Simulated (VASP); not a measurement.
# LiCl (Immm) in VASP: a series of runs, part 2 of 2

VASP 6.6.1. The steps go on from the part before.

**3. Single point, PBE (strain +0.0250 x Voigt [0, 0, 0, 0, 1, 0])**

Input file INCAR:

```
SYSTEM = LiCl
ALGO     = Normal         ! electronic algorithm
EDIFF    = 1E-6           ! SCF threshold, eV
ENCUT    = 520            ! plane-wave cutoff, eV
GGA      = PE             ! functional
ISIF     = 2              ! what is computed and relaxed
ISMEAR   = 0              ! smearing method
LASPH    = .True.         ! aspherical terms in the spheres
LCHARG   = .False.        ! write CHGCAR
LREAL    = .False.        ! projectors in reciprocal space
LWAVE    = .False.        ! write WAVECAR
NBANDS   = 12             ! bands
NELM     = 100            ! most SCF steps
PREC     = Accurate       ! precision mode
SIGMA    = 0.05           ! smearing width, eV
```

Input file KPOINTS:

```
k-points
0
Gamma
  8 8 8
  0 0 0
```

Input file POSCAR:

```
LiCl
1.0
    0.0320595000      2.5647600000      2.5647600000
    2.5968195000      0.0000000000      2.5968195000
    2.5647600000      2.5647600000      0.0320595000
Li Cl
1 1
Direct
    0.0000000000      0.0000000000      0.0000000000
    0.5000000000      0.5000000000      0.5000000000
```

Potentials or basis: VASP PAW PBE potentials, release 64 (Li_sv, Cl).

Launch:

```console
$ cat potpaw_PBE.64/Li_sv/POTCAR potpaw_PBE.64/Cl/POTCAR > POTCAR
$ mpirun -np 1 vasp_std > vasp.out
```

OUTCAR:

```text
SYSTEM = LiCl
   EDIFF = 1E-6
   ENCUT = 520
   GGA = PE
   ISIF = 2
   ISMEAR = 0
   LASPH = .True.
   LREAL = .False.
   NELM = 100
   PREC = Accurate

 ion  position               nearest neighbor table
   1  0.000  0.000  0.000-   2 2.56   2 2.56   2 2.56   2 2.56   2 2.56   2 2.56
   2  0.500  0.500  0.500-   1 2.56   1 2.56   1 2.56   1 2.56   1 2.56   1 2.56

  LATTYP: Found a body centered orthorhombic cell.
 ALAT       =     3.5817793965
 B/A-ratio  =     1.0253164557
 C/A-ratio  =     1.4321149999

  Lattice vectors:

 A1 = (   0.0320595000,  -2.5647600000,   2.5647600000)
 A2 = (  -0.0320595000,  -2.5647600000,  -2.5647600000)
 A3 = (   2.5647600000,   2.5647600000,   0.0320595000)

Analysis of symmetry for initial positions (statically):
=====================================================================
 Subroutine PRICEL returns:
 Original cell was already a primitive cell.

 Routine SETGRP: Setting up the symmetry group for a
 body centered orthorhombic supercell.

 Subroutine GETGRP returns: Found  8 space group operations
 (whereof  8 operations were pure point group operations)
 out of a pool of  8 trial point group operations.

The static configuration has the point symmetry D_2h.

Analysis of symmetry for dynamics (positions and initial velocities):
=====================================================================
 Subroutine PRICEL returns:
 Original cell was already a primitive cell.

 Routine SETGRP: Setting up the symmetry group for a
 body centered orthorhombic supercell.

 Subroutine GETGRP returns: Found  8 space group operations
 (whereof  8 operations were pure point group operations)
 out of a pool of  8 trial point group operations.

The dynamic configuration has the point symmetry D_2h.

 Subroutine INISYM returns: Found  8 space group operations
 (whereof  8 operations are pure point group operations),
 and found     1 'primitive' translations

----------------------------------------------------------------------------------------

                                     Primitive cell

  volume of cell :      33.7367

  direct lattice vectors                    reciprocal lattice vectors
     0.032059500  2.564760000  2.564760000    -0.197417737  0.194950015  0.197417737
     2.596819500  0.000000000  2.596819500     0.192543225 -0.194950015  0.192543225
     2.564760000  2.564760000  0.032059500     0.197417737  0.194950015 -0.197417737

  length of vectors
     3.627260058  3.672457356  3.627260058     0.340518771  0.334889974  0.340518771

  position of ions in fractional coordinates (direct lattice)
     0.000000000  0.000000000  0.000000000
     0.500000000  0.500000000  0.500000000

  ion indices of the primitive-cell ions
   primitive index   ion index
                 1           1
                 2           2

----------------------------------------------------------------------------------------

 KPOINTS: k-points

Automatic generation of k-mesh.
 Grid dimensions read from file:
 generate k-points for:    8    8    8

 Generating k-lattice:

  Cartesian coordinates                     Fractional coordinates (reciprocal lattice)
    -0.024677217  0.024368752  0.024677217     0.125000000  0.000000000  0.000000000
     0.024067903 -0.024368752  0.024067903    -0.000000000  0.125000000 -0.000000000
     0.024677217  0.024368752 -0.024677217     0.000000000  0.000000000  0.125000000

  Length of vectors
     0.042564846  0.041861247  0.042564846

  Shift w.r.t. Gamma in fractional coordinates (k-lattice)
     0.000000000  0.000000000  0.000000000

 Subroutine IBZKPT returns following result:
 ===========================================

 Found     95 irreducible k-points:

 Following reciprocal coordinates:
            Coordinates               Weight
  0.000000  0.000000  0.000000      1.000000
  0.125000  0.000000 -0.000000      4.000000
  0.250000  0.000000 -0.000000      4.000000
  0.375000  0.000000 -0.000000      4.000000
  0.500000  0.000000 -0.000000      2.000000
  0.000000  0.125000  0.000000      4.000000
[... 16 lines left out ...]
  0.125000  0.375000 -0.000000      8.000000
  0.250000  0.375000 -0.000000      8.000000
 [... further k-points ...]
   k-points           NKPTS =     95   k-points in BZ     NKDIM =     95   number of bands    NBANDS=     12
   number of dos      NEDOS =    301   number of ions     NIONS =      2
   total plane-waves  NPLWV =  21952
   dimension x,y,z NGX =    28 NGY =   28 NGZ =   28
   dimension x,y,z NGXF=    56 NGYF=   56 NGZF=   56
   ions per type =               1   1
   NGX,Y,Z   is equivalent  to a cutoff of  12.83, 12.68, 12.83 a.u.
   NGXF,Y,Z  is equivalent  to a cutoff of  25.67, 25.35, 25.67 a.u.
 SYSTEM =  LiCl
   PREC   = accura    normal or accurate (medium, high low for compatibility)
   ISTART =      0    job   : 0-new  1-cont  2-samecut
   ICHARG =      2    charge: 1-file 2-atom 10-const
   ISPIN  =      1    spin polarized calculation?
   LNONCOLLINEAR =      F non collinear calculations
   LSORBIT =      F    spin-orbit coupling
   LASPH  =      T    aspherical Exc in radial PAW
   ENCUT  =  520.0 eV  38.22 Ry    6.18 a.u.   6.74  6.83  6.74*2*pi/ulx,y,z
   NELM   =    100;   NELMIN=  2; NELMDL= -5     # of ELM steps
   EDIFF  = 0.1E-05   stopping-criterion for ELM
   LREAL  =      F    real-space projection
   EDIFFG = 0.1E-04   stopping-criterion for IOM
   NSW    =      0    number of steps for IOM
   IBRION =     -1    ionic relax: 0-MD 1-quasi-New 2-CG
   NFREE  =      0    steps in history (QN), initial steepest desc. (CG)
   ISIF   =      2    stress and relaxation
   ISYM   =      2    0-nonsym 1-usesym 2-fastsym
   POTIM  = 0.5000    time-step for ionic-motion
   TEBEG  =    0.0;   TEEND  =   0.0 temperature during run
   PSTRESS=    0.0 pullay stress
   NELECT =      10.0000    total number of electrons
   NUPDOWN=      -1.0000    fix difference up-down
   EMIN   =  10.00;   EMAX   =-10.00  energy-range for DOS
   EFERMI =   0.00;   METHOD = LEGACY
   ISMEAR =     0;   SIGMA  =   0.05  broadening in eV -4-tet -1-fermi 0-gaus
   EFERMI_NEDOS =   21; number of points for ismear=-14 and -15
   IALGO  =     38    algorithm
   IMIX   =      4    mixing-type and parameters
     AMIX     =   0.40;   BMIX     =  1.00
     AMIX_MAG =   1.60;   BMIX_MAG =  1.00
  volume/ion in A,a.u.               =      16.87       113.83
  Fermi-wavevector in a.u.,A,eV,Ry     =   1.091543  2.062717 16.210871  1.191465
  Thomas-Fermi vector in A             =   2.227790
   LORBIT       =      0    0 simple, 1 ext, 2 COOP (PROOUT), +10 PAW based schemes
   GGA     = PE    functional components
   LHFCALC =     F    Hartree Fock is set to
   AEXX    =    0.0000 exact exchange contribution
   IVDW    =     0    specifies the selected vdW correction
   LEPSILON=     F    determine dielectric tensor
   LRPA    =     F    only Hartree local field effects (RPA)
 non-spin polarized calculation
 Gauss-broadening in eV      SIGMA  =   0.05
  energy-cutoff  :      520.00
  volume of cell :       33.74
 maximum number of plane-waves:       922
   NGX = 13   NGY = 13   NGZ = 13

 number of electron      10.0000005 magnetization

 Free energy of the ion-electron system (eV)
  ---------------------------------------------------
  ext. energy  EPLUGINS =         0.00000000
  ---------------------------------------------------
  free energy    TOTEN  =        -7.38407307 eV

  energy without entropy =       -7.38407307  energy(sigma->0) =       -7.38407307

 E-fermi :   0.9334     XC(G=0):  -8.7315

 val. band max:        0.6584010997   @ k =   0.0000   0.0000   0.0000
 cond. band min:       6.9192499126   @ k =   0.0000   0.0000   0.0000
 fundamental gap:      6.2608488129
 Fermi energy:         0.9333828937

 k-point     1 :       0.0000    0.0000    0.0000
  band No.  band energies     occupation
      1     -42.9427      2.00000
      2     -12.8157      2.00000
      3       0.5083      2.00000
      4       0.5800      2.00000
      5       0.6584      2.00000
      6       6.9192      0.00000
      7      12.3167      0.00000
      8      12.5237      0.00000
      9      12.7292      0.00000
     10      15.0684      0.00000
     11      15.1000      0.00000
     12      15.1943      0.00000
[... 331 lines left out ...]
 k-point    24 :       0.2500    0.3750   -0.0000
  band No.  band energies     occupation
      1     -42.9402      2.00000
      2     -12.2768      2.00000
      3      -1.5231      2.00000
      4      -0.2889      2.00000
      5      -0.1452      2.00000
      6       9.1387      0.00000
      7       9.9299      0.00000
      8      10.6174      0.00000
      9      12.8088      0.00000
     10      14.0223      0.00000
     11      17.2617      0.00000
     12      19.0061      0.00000

 [... further k-points ...]
[... 5 lines left out ...]
  --------------------------------------------------------------------------------------
  -------------------------------------------------------------------------------------
  Total        0.0645162      0.0580016      0.0645162      0.0000000      0.0000000     -0.1339237
  in kB        3.0639159      2.7545334      3.0639159      0.0000000      0.0000000     -6.3601234
  external PRESSURE =       2.9607884 kB  Pullay stress =       0.0000000 kB

 VOLUME and BASIS-vectors are now :
 -----------------------------------------------------------------------------
  energy-cutoff  :      520.00
  volume of cell :       33.74
      direct lattice vectors                 reciprocal lattice vectors
     0.032059500  2.564760000  2.564760000    -0.197417737  0.194950015  0.197417737
     2.596819500  0.000000000  2.596819500     0.192543225 -0.194950015  0.192543225
     2.564760000  2.564760000  0.032059500     0.197417737  0.194950015 -0.197417737

 POSITION                                       TOTAL-FORCE (eV/Angst)
 -----------------------------------------------------------------------------------
      0.00000      0.00000      0.00000        -0.000000     -0.000000      0.000000
      2.59682      2.56476      2.59682         0.000000      0.000000     -0.000000
 -----------------------------------------------------------------------------------
    total drift:                                0.000000      0.000000      0.000000

  FREE ENERGIE OF THE ION-ELECTRON SYSTEM (eV)
  ---------------------------------------------------
  free  energy   TOTEN  =        -7.3840730681 eV

  energy  without entropy=       -7.3840730681  energy(sigma->0) =       -7.38407307
```

Wall time 42 s (1 thread of AMD EPYC 7R43 (Zen 3), shared host); peak memory 0.13 GiB.

Results:

```yaml
Free_energy: -7.3841 eV
Band_gap_on_the_k_mesh: 6.26 eV, direct
```

Caveat: the cell differs from its parent crystal (strain +0.0250 x Voigt [0, 0, 0, 0, 1, 0]); the cutoff is under 1.25 times the usual one of these potentials, so pressure, stress and relaxed cells hold a basis-set (Pulay) error. A k mesh can miss the band edges.

**4. Single point, PBE (strain +0.0150 x Voigt [0, 0, 0, 0, 1, 0])**

Input file INCAR:

```
PREC = Accurate
ENCUT = 520
EDIFF = 1E-6
ISMEAR = 0
SIGMA = 0.05
LREAL = F
LASPH = T
NELM = 100
ALGO = Normal
ISIF = 2
LWAVE = F
LCHARG = F
GGA = PE
NBANDS = 12
```

Input file KPOINTS:

```
regular mesh
0
Gamma
  8 8 8
```

Input file POSCAR:

```
LiCl
1.0
    0.0192357000      2.5647600000      2.5647600000
    2.5839957000      0.0000000000      2.5839957000
    2.5647600000      2.5647600000      0.0192357000
Li Cl
1 1
Direct
    0.0000000000      0.0000000000      0.0000000000
    0.5000000000      0.5000000000      0.5000000000
```

Launch:

```console
$ cat potpaw_PBE.64/Li_sv/POTCAR potpaw_PBE.64/Cl/POTCAR > POTCAR
$ mpirun -np 1 vasp_std > vasp.out
```

Wall time 37 s (1 thread of AMD EPYC 7R43 (Zen 3), shared host); peak memory 0.12 GiB.

The run converged. Its results:

| Quantity | Value |
| --- | --- |
| Free energy | -7.3852 eV |
| Band gap on the k mesh | 6.29 eV, direct |

Levels at points of the mesh, in eV from the valence-band top:
| k point | band 2 | band 3 | band 4 | band 5 | band 6 | band 7 | band 8 | band 9 |
| --- | --- | --- | --- | --- | --- | --- | --- | --- |
| (0.00, 0.00, 0.00) | -13.44 | -0.09 | -0.05 | 0.00 | 6.29 | 11.77 | 11.89 | 12.02 |
| (0.50, 0.00, 0.00) | -12.86 | -2.85 | -0.34 | -0.31 | 6.68 | 9.36 | 9.45 | 12.99 |
| (0.00, 0.50, 0.00) | -12.89 | -2.86 | -0.30 | -0.26 | 6.75 | 9.46 | 9.56 | 12.87 |
| (0.50, 0.50, 0.00) | -12.63 | -2.94 | -1.15 | -1.15 | 7.84 | 8.25 | 12.38 | 14.07 |
| (0.50, 0.00, 0.50) | -12.63 | -2.94 | -1.21 | -1.08 | 7.83 | 8.26 | 12.39 | 14.04 |

Caveat: the cell differs from its parent crystal (strain +0.0150 x Voigt [0, 0, 0, 0, 1, 0]); the cutoff is under 1.25 times the usual one of these potentials, so pressure, stress and relaxed cells hold a basis-set (Pulay) error.

**5. Single point, PBE (strain +0.0050 x Voigt [0, 0, 0, 0, 1, 0])**

Input file INCAR:

```
PREC = Accurate ; ENCUT = 520
EDIFF = 1E-6 ; ISMEAR = 0
SIGMA = 0.05 ; LREAL = False
LASPH = True ; NELM = 60
ALGO = Normal ; ISIF = 2
LWAVE = False ; LCHARG = True
GGA = PE ; LELF = True
LVHAR = True ; NBANDS = 12
```

KPOINTS is that of step 4.

Input file POSCAR:

```
LiCl
1.0
    0.0064119000      2.5647600000      2.5647600000
    2.5711719000      0.0000000000      2.5711719000
    2.5647600000      2.5647600000      0.0064119000
Li Cl
1 1
Direct
    0.0000000000      0.0000000000      0.0000000000
    0.5000000000      0.5000000000      0.5000000000
```

Launch:

```console
$ cat potpaw_PBE.64/Li_sv/POTCAR potpaw_PBE.64/Cl/POTCAR > POTCAR
$ mpirun -np 1 vasp_std > vasp.out
```

It took 38 s on 1 thread of AMD EPYC 7R43 (Zen 3), shared host; peak memory 0.14 GiB.

It converged, with:

- Free energy: -7.3857 eV
- Band gap on the k mesh: 6.33 eV, direct

Levels at points of the mesh, in eV from the valence-band top:
| k point | band 1 | band 2 | band 3 | band 4 | band 5 | band 6 | band 7 | band 8 | band 9 | band 10 |
| --- | --- | --- | --- | --- | --- | --- | --- | --- | --- | --- |
| (0.00, 0.00, 0.00) | -43.54 | -13.41 | -0.03 | -0.02 | 0.00 | 6.33 | 11.88 | 11.92 | 11.96 | 14.50 |
| (0.50, 0.00, 0.00) | -43.54 | -12.84 | -2.82 | -0.28 | -0.27 | 6.73 | 9.45 | 9.48 | 12.98 | 16.88 |
| (0.00, 0.50, 0.00) | -43.54 | -12.85 | -2.83 | -0.27 | -0.26 | 6.76 | 9.49 | 9.52 | 12.94 | 16.91 |
| (0.50, 0.50, 0.00) | -43.53 | -12.60 | -2.91 | -1.12 | -1.12 | 7.87 | 8.28 | 12.42 | 14.10 | 14.10 |
| (0.50, 0.00, 0.50) | -43.53 | -12.60 | -2.91 | -1.14 | -1.09 | 7.87 | 8.28 | 12.42 | 14.09 | 14.11 |

Caveat: the cell differs from its parent crystal (strain +0.0050 x Voigt [0, 0, 0, 0, 1, 0]); the cutoff is under 1.25 times the usual one of these potentials, so pressure, stress and relaxed cells hold a basis-set (Pulay) error. A k mesh can miss the band edges.

**6. Summary**

```tsv
cell	gap on the mesh (eV)
a = 3.627, b = 3.691 Å, angles 59.4, 58.8, 59.4°, 2 atoms	6.23
a = 3.627, b = 3.672 Å, angles 59.6, 59.2, 59.6°, 2 atoms	6.26
a = 3.627, b = 3.654 Å, angles 59.8, 59.5, 59.8°, 2 atoms	6.29
a = 3.627, b = 3.636 Å, angles 59.9, 59.8, 59.9°, 2 atoms	6.33
```

Alike in all rows: task single point; level PBE; potentials or basis VASP PAW PBE potentials, release 64 (Li_sv, Cl); no spin polarisation; k mesh 8 × 8 × 8; cutoff (eV) 520; smearing gaussian 0.05 eV.

Caveats: the cutoff is under 1.25 times the usual one of these potentials, so pressure, stress and relaxed cells hold a basis-set (Pulay) error.

Total energies depend on the potentials used, so only differences within one code and one set of settings carry meaning.
